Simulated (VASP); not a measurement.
Write the native input for VASP 6.6.1 that does the following.

```yaml
Task: single point
Functional: LDA
Potentials_or_basis: VASP PAW LDA potentials, release 64 (Co)
Cutoff: 520 eV
k_mesh: 17 × 17 × 5
Occupations: fermi-dirac, width 0.05 eV
Spin: collinear spin, ferromagnetic start
Starting_moments: "[1.58, 1.58, 1.6, 1.6] μB"
Dipole_correction: no
Further_INCAR_settings: ALGO = Normal; EDIFF = 1e-06; NBANDS = 30
```

The structure of Co lies in POSCAR:

```
Co
1.0
    2.4585742746      0.0000000000      0.0000000000
   -1.2292871373      2.1291877789      0.0000000000
    0.0000000000      0.0000000000      7.9680657831
Co
4
Direct
    1.0000000000      0.0000000000      1.0000000000
    1.0000000000      0.0000000000      0.5000000000
    0.3333333333      0.6666666667      0.2500000000
    0.6666666667      0.3333333333      0.7500000000
```

One way to write it, as run:

INCAR

```
SYSTEM = Co
PREC = Accurate
ENCUT = 520
EDIFF = 1E-6
ISMEAR = -1
SIGMA = 0.05
LREAL = .FALSE.
LASPH = .TRUE.
NELM = 150
ALGO = Normal
ISIF = 2
LWAVE = .FALSE.
LCHARG = .FALSE.
ISPIN = 2
MAGMOM = 1.58 1.58 1.6 1.6
LORBIT = 11
LMAXMIX = 4
GGA = CA
NBANDS = 30
```

KPOINTS

```
regular mesh
0
G
  17 17 5
  0 0 0
```

Potentials or basis: VASP PAW LDA potentials, release 64 (Co).

Command:

```console
$ cat potpaw_LDA.64/Co/POTCAR > POTCAR
$ mpirun -np 1 vasp_std > vasp.out
```

It gave:

The pressure is -10.5 GPa. The net moment is 6.16 μB per cell. The site moments are Co +1.53, +1.55 (each value once) μB and the valence electrons inside the program's atomic spheres are Co 8.36.

Caveat: the cell stands under tension.

Run time: 2.6 min on 1 thread of Intel(R) Xeon(R) Platinum 8488C (Sapphire Rapids), on a shared host, peak memory 0.26 GiB.
